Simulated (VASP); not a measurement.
Write the native input for VASP 6.6.1 that does the following.

```yaml
Task: single point
Functional: PBE
Potentials_or_basis: VASP PAW PBE potentials, release 64 (Pt)
Cutoff: 520 eV
k_mesh: 18 × 18 × 18
Occupations: fermi-dirac, width 0.03 eV
Spin: no spin polarisation
Dipole_correction: no
Further_INCAR_settings: ALGO = Normal; EDIFF = 1e-07; NBANDS = 11
```

The structure of Pt lies in POSCAR:

```
Pt
1.0
   -0.0293685000      1.9432157500      1.9432157500
    1.9432157500     -0.0293685000      1.9432157500
    1.9432157500      1.9432157500     -0.0293685000
Pt
1
Direct
    0.0000000000      0.0000000000      0.0000000000
```

This cell differs from its parent crystal: equal xy, yz and zx shear strains of -1.5 %.

One way to write it, as run:

INCAR

```
  PREC = Accurate
  ENCUT = 520
  EDIFF = 1E-7
  ISMEAR = -1
  SIGMA = 0.03
  LREAL = False
  LASPH = True
  NELM = 60
  ALGO = Normal
  ISIF = 2
  LWAVE = False
  LCHARG = False
  GGA = PE
  NBANDS = 11
```

KPOINTS

```
regular mesh
0
Gamma
  18 18 18
```

Potentials or basis: VASP PAW PBE potentials, release 64 (Pt).

Command:

```sh
$ cat potpaw_PBE.64/Pt/POTCAR > POTCAR
$ mpirun -np 1 vasp_std > vasp.out
```

Results of the run:

The pressure is 11.1 GPa and the band gap on the k mesh is zero (band 5 reaches 11.88 eV, above the bottom of band 6 at 9.53 eV).

Caveat: the cell differs from its parent crystal (equal xy, yz and zx shear strains of -1.5 %); spin-orbit coupling is left out, which moves the levels of the heavy elements.

It took 41 s on 1 thread of AMD EPYC 9R45 96-Core Processor (Zen 5), with other jobs on the host, peak memory 0.18 GiB.
